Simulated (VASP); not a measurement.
As, 1 atom in the cell. Symmetry: Pm-3m, No. 221, cubic system. The conventional cell has a = 2.400 Å, b = 2.400 Å, c = 2.400 Å, α = 90.00°, β = 90.00°, γ = 90.00°. Within 3.2 Å of As (site symmetry m-3m) lie 6 As at 2.40 Å. 

- Program: VASP 6.6.1
- Task: single point
- Functional: PBE
- Potentials or basis: VASP PAW PBE potentials, release 64 (As)
- Cutoff: 520 eV
- k mesh: 15 × 15 × 15
- Occupations: fermi-dirac, width 0.08 eV
- Spin: no spin polarisation
- Dipole correction: no
- Further INCAR settings: ALGO = Normal; EDIFF = 1e-06; NBANDS = 8

Potentials or basis: VASP PAW PBE potentials, release 64 (As).

Run with:

```bash
$ cat potpaw_PBE.64/As/POTCAR > POTCAR
$ mpirun -np 1 vasp_std > vasp.out
```

Hardware: 1 thread of Intel Xeon 8259CL, with other jobs on the host.

How long does it take, and how much memory?

Wall time 12 s on 1 thread of Intel Xeon 8259CL, with other jobs on the host, peak memory 0.09 GiB. Counts: scf iterations 10, k points 120.
